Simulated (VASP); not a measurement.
A run of VASP 6.6.1:

Contents of INCAR:

```
SYSTEM = SrTiO3
PREC = Accurate ; ENCUT = 520
EDIFF = 1E-6 ; ISMEAR = 0
SIGMA = 0.02 ; LREAL = .FALSE.
LASPH = .TRUE. ; NELM = 80
ALGO = Normal ; ISIF = 2
LWAVE = .FALSE. ; LCHARG = .FALSE.
GGA = CA ; NBANDS = 28
```

The input KPOINTS:

```
Automatic mesh
0
G
  9 9 9
  0 0 0
```

The input POSCAR:

```
SrTiO3
1.0
    3.9621891213      0.0000000000      0.0000000000
    0.0000000000      3.9621891213      0.0000000000
    0.0000000000      0.0000000000      3.7967307020
Sr Ti O
1 1 3
Direct
    0.0000000000      0.0000000000      0.0000000000
    0.5000000000      0.5000000000      0.5000000000
    0.0000000000      0.5000000000      0.5000000000
    0.5000000000      0.0000000000      0.5000000000
    0.5000000000      0.5000000000      0.0000000000
```

Potentials or basis: VASP PAW LDA potentials, release 64 (Sr_sv, Ti_sv, O).

The run is started by

```bash
$ cat potpaw_LDA.64/Sr_sv/POTCAR potpaw_LDA.64/Ti_sv/POTCAR potpaw_LDA.64/O/POTCAR > POTCAR
$ mpirun -np 1 vasp_std > vasp.out
```

Hardware: 1 thread of Intel Xeon 8259CL, on a shared host.

Task: How long does it take, and how much memory?

Result: Wall time 2.8 min on 1 thread of Intel Xeon 8259CL (shared host), peak memory 0.24 GiB. Counts: scf iterations 16, k points 75.
